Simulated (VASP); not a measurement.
Here is a VASP 6.6.1 calculation.

The input INCAR:

```
SYSTEM = KCl
PREC     = Accurate       ! precision mode
ENCUT    = 520            ! plane-wave cutoff, eV
EDIFF    = 1E-6           ! SCF threshold, eV
ISMEAR   = 0              ! smearing method
SIGMA    = 0.01           ! smearing width, eV
LREAL    = .False.        ! projectors in reciprocal space
LASPH    = .True.         ! aspherical terms in the spheres
NELM     = 80             ! most SCF steps
ALGO     = Normal         ! electronic algorithm
ISIF     = 2              ! what is computed and relaxed
LWAVE    = .False.        ! write WAVECAR
LCHARG   = .True.         ! write CHGCAR
GGA      = PS             ! functional
LELF     = .True.         ! ELF
LVHAR    = .True.       
NBANDS   = 15             ! bands
```

The input KPOINTS:

```
Automatic mesh
0
Gamma
  4 4 4
  0 0 0
```

The input POSCAR:

```
KCl
1.0
    0.0000000000      3.1214060342      3.1214060342
    3.1214060342      0.0000000000      3.1214060342
    3.1214060342      3.1214060342      0.0000000000
K Cl
1 1
Direct
    0.0000000000      0.0000000000      0.0000000000
    0.5000000000      0.5000000000      0.5000000000
```

Potentials or basis: VASP PAW PBE potentials, release 64 (K_sv, Cl).

Launch:

```console
$ cat potpaw_PBE.64/K_sv/POTCAR potpaw_PBE.64/Cl/POTCAR > POTCAR
$ mpirun -np 1 vasp_std > vasp.out
```

Estimate the pressure.

0.1 GPa.

Estimate the band gap on the k mesh.

5.10 eV, direct.

Caveat: the k points lie up to 0.44 Å⁻¹ apart; the PAW data sets were made with another functional, which shifts forces and pressure a little. PBEsol gaps usually lie below the measured ones, often by a third to a half.
